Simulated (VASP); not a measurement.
# Si (P6_3/mmc) in VASP: notebook

The runs below take Si through single point, with r2SCAN.

All numbers are computed with VASP 6.6.1; they aren't measurements. Logs are shortened: lines on timing, memory, paths and dates and some standing lists are left out, and cuts for length are marked.

## (1) The cell of the first run

Symmetry: P6_3/mmc, No. 194, hexagonal system. The conventional cell has a = 2.295 Å, b = 2.295 Å, c = 3.625 Å, α = 90.00°, β = 90.00°, γ = 120.00°. Within 3.0 Å of Si (site symmetry -6m2) lie 12 Si at 2.25 to 2.30 Å.

This isn't the form of Si at room conditions, which is diamond.

## (2) Single point, r2SCAN

The input, POSCAR:

```
Si
1.0
    2.2951958911      0.0000000000      0.0000000000
   -1.1475979455      1.9876979483      0.0000000000
    0.0000000000      0.0000000000      3.6245595737
Si
2
Direct
    0.3333333333      0.6666666667      0.2500000000
    0.6666666667      0.3333333333      0.7500000000
```

The input, INCAR.step1:

```
SYSTEM = Si
PREC = Accurate
ENCUT = 520
ISMEAR = 0
SIGMA = 0.1
LREAL = .False.
LASPH = .True.
NELM = 60
NBANDS = 11
GGA = PE
ALGO = Normal
EDIFF = 1E-4
LWAVE = .True.
LCHARG = .False.
```

The input, INCAR.step2:

```
SYSTEM = Si
PREC = Accurate
ENCUT = 520
EDIFF = 1E-7
ISMEAR = 0
SIGMA = 0.1
LREAL = .False.
LASPH = .True.
NELM = 60
ALGO = Normal
ISIF = 2
LWAVE = .False.
LCHARG = .True.
METAGGA = R2SCAN
LMIXTAU = .True.
LELF = .True.
LVHAR = .True.
NBANDS = 11
ISTART = 1
```

The input, KPOINTS:

```
regular mesh
0
Gamma
  12 12 6
  0 0 0
```

Potentials or basis: VASP PAW PBE potentials, release 64 (Si).

On the command line:

```console
$ cat potpaw_PBE.64/Si/POTCAR > POTCAR
$ cp INCAR.step1 INCAR
$ mpirun -np 1 vasp_std > vasp.out
$ cp INCAR.step2 INCAR
$ mpirun -np 1 vasp_std > vasp.out
```

OUTCAR:

```text
SYSTEM = Si
   PREC = Accurate
   ENCUT = 520
   EDIFF = 1E-7
   ISMEAR = 0
   LREAL = .False.
   LASPH = .True.
   NELM = 60
   ISIF = 2
   METAGGA = R2SCAN
   ISTART = 1

 ion  position               nearest neighbor table
   1  0.333  0.667  0.250-   2 2.25   2 2.25   2 2.25   2 2.25   2 2.25   2 2.25
   2  0.667  0.333  0.750-   1 2.25   1 2.25   1 2.25   1 2.25   1 2.25   1 2.25

  LATTYP: Found a hexagonal cell.
 ALAT       =     2.2951958911
 C/A-ratio  =     1.5791939972

  Lattice vectors:

 A1 = (   2.2951958911,   0.0000000000,   0.0000000000)
 A2 = (  -1.1475979455,   1.9876979483,   0.0000000000)
 A3 = (   0.0000000000,   0.0000000000,   3.6245595737)

Analysis of symmetry for initial positions (statically):
=====================================================================
 Subroutine PRICEL returns:
 Original cell was already a primitive cell.

 Routine SETGRP: Setting up the symmetry group for a
 hexagonal supercell.

 Subroutine GETGRP returns: Found 24 space group operations
 (whereof 12 operations were pure point group operations)
 out of a pool of 24 trial point group operations.

The static configuration has the point symmetry D_3d.
 The point group associated with its full space group is D_6h.

Analysis of symmetry for dynamics (positions and initial velocities):
=====================================================================
 Subroutine PRICEL returns:
 Original cell was already a primitive cell.

 Routine SETGRP: Setting up the symmetry group for a
 hexagonal supercell.

 Subroutine GETGRP returns: Found 24 space group operations
 (whereof 12 operations were pure point group operations)
 out of a pool of 24 trial point group operations.

The dynamic configuration has the point symmetry D_3d.
 The point group associated with its full space group is D_6h.

 Subroutine INISYM returns: Found 24 space group operations
 (whereof 12 operations are pure point group operations),
 and found     1 'primitive' translations

----------------------------------------------------------------------------------------

                                     Primitive cell

  volume of cell :      16.5358

  direct lattice vectors                    reciprocal lattice vectors
     2.295195891  0.000000000  0.000000000     0.435692659  0.251547274  0.000000000
    -1.147597946  1.987697948  0.000000000     0.000000000  0.503094548  0.000000000
     0.000000000  0.000000000  3.624559574     0.000000000  0.000000000  0.275895589

  length of vectors
     2.295195891  2.295195891  3.624559574     0.503094548  0.503094548  0.275895589

  position of ions in fractional coordinates (direct lattice)
     0.333333333  0.666666667  0.250000000
     0.666666667  0.333333333  0.750000000

  ion indices of the primitive-cell ions
   primitive index   ion index
                 1           1
                 2           2

----------------------------------------------------------------------------------------

 KPOINTS: regular mesh

Automatic generation of k-mesh.
 Grid dimensions read from file:
 generate k-points for:   12   12    6

 Generating k-lattice:

  Cartesian coordinates                     Fractional coordinates (reciprocal lattice)
     0.036307722  0.020962273  0.000000000     0.083333333  0.000000000  0.000000000
     0.000000000  0.041924546  0.000000000     0.000000000  0.083333333  0.000000000
     0.000000000  0.000000000  0.045982598     0.000000000  0.000000000  0.166666667

  Length of vectors
     0.041924546  0.041924546  0.045982598

  Shift w.r.t. Gamma in fractional coordinates (k-lattice)
     0.000000000  0.000000000  0.000000000

 Subroutine IBZKPT returns following result:
 ===========================================

 Found     76 irreducible k-points:

 Following reciprocal coordinates:
            Coordinates               Weight
  0.000000  0.000000  0.000000      1.000000
  0.083333 -0.000000  0.000000      6.000000
  0.166667  0.000000  0.000000      6.000000
  0.250000 -0.000000  0.000000      6.000000
  0.333333  0.000000  0.000000      6.000000
  0.416667  0.000000  0.000000      6.000000
[... 16 lines left out ...]
  0.250000 -0.000000  0.166667     12.000000
  0.333333  0.000000  0.166667     12.000000
 [... further k-points ...]
   k-points           NKPTS =     76   k-points in BZ     NKDIM =     76   number of bands    NBANDS=     11
   number of dos      NEDOS =    301   number of ions     NIONS =      2
   total plane-waves  NPLWV =   9072
   dimension x,y,z NGX =    18 NGY =   18 NGZ =   28
   dimension x,y,z NGXF=    36 NGYF=   36 NGZF=   56
   ions per type =               2
   NGX,Y,Z   is equivalent  to a cutoff of  13.04, 13.04, 12.84 a.u.
   NGXF,Y,Z  is equivalent  to a cutoff of  26.08, 26.08, 25.69 a.u.
 SYSTEM =  Si
   PREC   = accura    normal or accurate (medium, high low for compatibility)
   ISTART =      1    job   : 0-new  1-cont  2-samecut
   ICHARG =      0    charge: 1-file 2-atom 10-const
   ISPIN  =      1    spin polarized calculation?
   LNONCOLLINEAR =      F non collinear calculations
   LSORBIT =      F    spin-orbit coupling
   LASPH  =      T    aspherical Exc in radial PAW
   ENCUT  =  520.0 eV  38.22 Ry    6.18 a.u.   4.27  4.27  6.74*2*pi/ulx,y,z
   NELM   =     60;   NELMIN=  2; NELMDL=  0     # of ELM steps
   EDIFF  = 0.1E-06   stopping-criterion for ELM
   LREAL  =      F    real-space projection
   EDIFFG = 0.1E-05   stopping-criterion for IOM
   NSW    =      0    number of steps for IOM
   IBRION =     -1    ionic relax: 0-MD 1-quasi-New 2-CG
   NFREE  =      0    steps in history (QN), initial steepest desc. (CG)
   ISIF   =      2    stress and relaxation
   ISYM   =      2    0-nonsym 1-usesym 2-fastsym
   POTIM  = 0.5000    time-step for ionic-motion
   TEBEG  =    0.0;   TEEND  =   0.0 temperature during run
   PSTRESS=    0.0 pullay stress
   NELECT =       8.0000    total number of electrons
   NUPDOWN=      -1.0000    fix difference up-down
   EMIN   =  10.00;   EMAX   =-10.00  energy-range for DOS
   EFERMI =   0.00;   METHOD = LEGACY
   ISMEAR =     0;   SIGMA  =   0.10  broadening in eV -4-tet -1-fermi 0-gaus
   EFERMI_NEDOS =   21; number of points for ismear=-14 and -15
   IALGO  =     38    algorithm
   IMIX   =      4    mixing-type and parameters
     AMIX     =   0.40;   BMIX     =  1.00
     AMIX_MAG =   1.60;   BMIX_MAG =  1.00
  volume/ion in A,a.u.               =       8.27        55.79
  Fermi-wavevector in a.u.,A,eV,Ry     =   1.285177  2.428633 22.472478  1.651681
  Thomas-Fermi vector in A             =   2.417327
   LORBIT       =      0    0 simple, 1 ext, 2 COOP (PROOUT), +10 PAW based schemes
   METAGGA = R2SCAN    functional components
   LHFCALC =     F    Hartree Fock is set to
   AEXX    =    0.0000 exact exchange contribution
   IVDW    =     0    specifies the selected vdW correction
   LEPSILON=     F    determine dielectric tensor
   LRPA    =     F    only Hartree local field effects (RPA)
 non-spin polarized calculation
 Gauss-broadening in eV      SIGMA  =   0.10
  energy-cutoff  :      520.00
  volume of cell :       16.54
 maximum number of plane-waves:       470
 NGX is ok and might be reduce to    18
   NGX =  9   NGY =  9   NGZ = 13

 number of electron       8.0000000 magnetization

 Free energy of the ion-electron system (eV)
  ---------------------------------------------------
  ext. energy  EPLUGINS =         0.00000000
  ---------------------------------------------------
  free energy    TOTEN  =       -12.61523513 eV

  energy without entropy =      -12.61151251  energy(sigma->0) =      -12.61337382

 E-fermi :  19.2175     XC(G=0): -14.4732

 val. band max:       19.1922318306   @ k =   0.2500  -0.0000   0.1667
 cond. band min:      19.2353953935   @ k =   0.3333   0.0833   0.1667
 fundamental gap:      0.0431635628
 Fermi energy:        19.2174716818

 k-point     1 :       0.0000    0.0000    0.0000
  band No.  band energies     occupation
      1      -2.3363      2.00000
      2       7.8956      2.00000
      3       9.8820      2.00000
      4      31.8895      0.00000
      5      31.8895      0.00000
      6      32.3536      0.00000
      7      32.3536      0.00000
      8      34.4296      0.00000
      9      38.6368      0.00000
     10      39.5282      0.00000
     11      39.5282      0.00000

 k-point     2 :       0.0833   -0.0000    0.0000
  band No.  band energies     occupation
      1      -2.0696      2.00000
      2       8.1382      2.00000
      3      10.1217      2.00000
      4      27.8816      0.00000
      5      29.8063      0.00000
      6      31.6392      0.00000
      7      34.7404      0.00000
      8      36.1466      0.00000
      9      36.7465      0.00000
     10      38.3294      0.00000
     11      39.5091      0.00000

 k-point     3 :       0.1667    0.0000    0.0000
  band No.  band energies     occupation
      1      -1.2727      2.00000
      2       8.8667      2.00000
      3      10.8191      2.00000
      4      23.1519      0.00000
      5      27.9120      0.00000
      6      29.2687      0.00000
      7      32.2008      0.00000
      8      35.3264      0.00000
      9      36.3797      0.00000
     10      36.8910      0.00000
     11      38.7566      0.00000
[... 267 lines left out ...]
 k-point    23 :       0.2500   -0.0000    0.1667
  band No.  band energies     occupation
      1       0.3596      2.00000
      2       7.6364      2.00000
      3      14.7113      2.00000
      4      19.1922      1.27887
      5      24.9003      0.00000
      6      26.6891      0.00000
      7      28.7265      0.00000
      8      32.7325      0.00000
      9      33.8336      0.00000
     10      35.4232      0.00000
     11      39.3421      0.00000

 k-point    24 :       0.3333    0.0000    0.1667
  band No.  band energies     occupation
      1       2.1773      2.00000
      2       9.2808      2.00000
      3      14.0076      2.00000
      4      17.4620      2.00000
      5      21.1304      0.00000
      6      25.6379      0.00000
      7      26.3137      0.00000
      8      31.6304      0.00000
      9      31.6414      0.00000
     10      35.2250      0.00000
     11      38.6115      0.00000

 [... further k-points ...]

------------------------ aborting loop because EDIFF is reached ----------------------------------------

  FORCE on cell =-STRESS in cart. coord.  units (eV):
  Direction    XX          YY          ZZ          XY          YZ          ZX
  --------------------------------------------------------------------------------------
  -------------------------------------------------------------------------------------
  Total       15.5313694     15.5313694     19.3757347      0.0000000      0.0000000      0.0000000
  in kB     1504.8559910   1504.8559909   1877.3418996      0.0000000      0.0000000      0.0000000
  external PRESSURE =    1629.0179605 kB  Pullay stress =       0.0000000 kB

 VOLUME and BASIS-vectors are now :
 -----------------------------------------------------------------------------
  energy-cutoff  :      520.00
  volume of cell :       16.54
      direct lattice vectors                 reciprocal lattice vectors
     2.295195891  0.000000000  0.000000000     0.435692659  0.251547274  0.000000000
    -1.147597946  1.987697948  0.000000000     0.000000000  0.503094548  0.000000000
     0.000000000  0.000000000  3.624559574     0.000000000  0.000000000  0.275895589

 POSITION                                       TOTAL-FORCE (eV/Angst)
 -----------------------------------------------------------------------------------
     -0.00000      1.32513      0.90614        -0.000000     -0.000000      0.000000
      1.14760      0.66257      2.71842         0.000000      0.000000      0.000000
 -----------------------------------------------------------------------------------
    total drift:                                0.000000     -0.000000     -0.000000

  FREE ENERGIE OF THE ION-ELECTRON SYSTEM (eV)
  ---------------------------------------------------
  free  energy   TOTEN  =       -12.6152351268 eV

  energy  without entropy=      -12.6115125097  energy(sigma->0) =      -12.61337382
```

Wall time 25 s (1 thread of Intel Xeon 6975P-C (Granite Rapids), shared host); peak memory 0.12 GiB.

What came out:

* Free energy: -12.6152 eV
* Pressure: 162.9 GPa
* Band gap on the k mesh: zero (bands 4 and 5 overlap by 16.94 eV)

Stress tensor (GPa, compression positive):
```
150.49   0.00   0.00
  0.00 150.49   0.00
  0.00   0.00 187.73
```

Caveat: the stress differs along the axes, from 150 to 188 GPa; the PAW data sets were made with another functional, which shifts forces and pressure a little.

## (3) Single point, r2SCAN

This run uses another cell than the first one, of 13.73 Å³/atom.

The input, POSCAR:

```
Si
1.0
    2.6399423956      0.0000000000      0.0000000000
   -1.3199711978      2.2862571791      0.0000000000
    0.0000000000      0.0000000000      4.5510059482
Si
2
Direct
    0.3333333333      0.6666666667      0.2500000000
    0.6666666667      0.3333333333      0.7500000000
```

The input, INCAR.step1:

```
SYSTEM = Si
ALGO = Normal ; EDIFF = 1E-4
ENCUT = 520 ; GGA = PE
ISMEAR = 0 ; LASPH = .TRUE.
LCHARG = .FALSE. ; LREAL = .FALSE.
LWAVE = .TRUE. ; NBANDS = 11
NELM = 100 ; PREC = Accurate
SIGMA = 0.1
```

The input, INCAR.step2:

```
SYSTEM = Si
ALGO = Normal ; EDIFF = 1E-6
ENCUT = 520 ; ISIF = 2
ISMEAR = 0 ; ISTART = 1
LASPH = .TRUE. ; LCHARG = .FALSE.
LMIXTAU = .TRUE. ; LREAL = .FALSE.
LWAVE = .FALSE. ; METAGGA = R2SCAN
NBANDS = 11 ; NELM = 100
PREC = Accurate ; SIGMA = 0.1
```

The input, KPOINTS:

```
k-points
0
G
  18 18 10
  0 0 0
```

Potentials or basis: VASP PAW PBE potentials, release 64 (Si).

On the command line:

```console
$ cat potpaw_PBE.64/Si/POTCAR > POTCAR
$ cp INCAR.step1 INCAR
$ mpirun -np 1 vasp_std > vasp.out
$ cp INCAR.step2 INCAR
$ mpirun -np 1 vasp_std > vasp.out
```

Run time: 72 s. Hardware: 1 thread of Intel Xeon 6975P-C (Granite Rapids), shared host; peak memory 0.17 GiB.

It converged, with:

* Free energy: -16.1431 eV
* Pressure: 0.0 GPa
* Band gap on the k mesh: zero (bands 4 and 5 overlap by 14.26 eV)

Stress tensor (GPa, compression positive):
```
-0.03  0.00  0.00
 0.00 -0.03  0.00
 0.00  0.00  0.14
```

Levels at points of the mesh, in eV from the Fermi level:
```csv
k point,band 2,band 3,band 4,band 5,band 6,band 7
"(0.00, 0.00, 0.00)",-8.99,-8.07,10.21,10.21,11.21,11.33
"(0.50, 0.00, 0.00)",-8.36,-2.22,-1.82,-1.52,-0.16,4.33
"(0.00, 0.00, 0.50)",-14.02,0.30,0.30,11.67,11.67,11.67
"(0.50, 0.00, 0.50)",-7.15,-6.45,-6.45,5.94,5.94,6.18
```

Caveat: the PAW data sets were made with another functional, which shifts forces and pressure a little.

The gap in the log of VASP goes by the Fermi energy; the results here count the filled bands.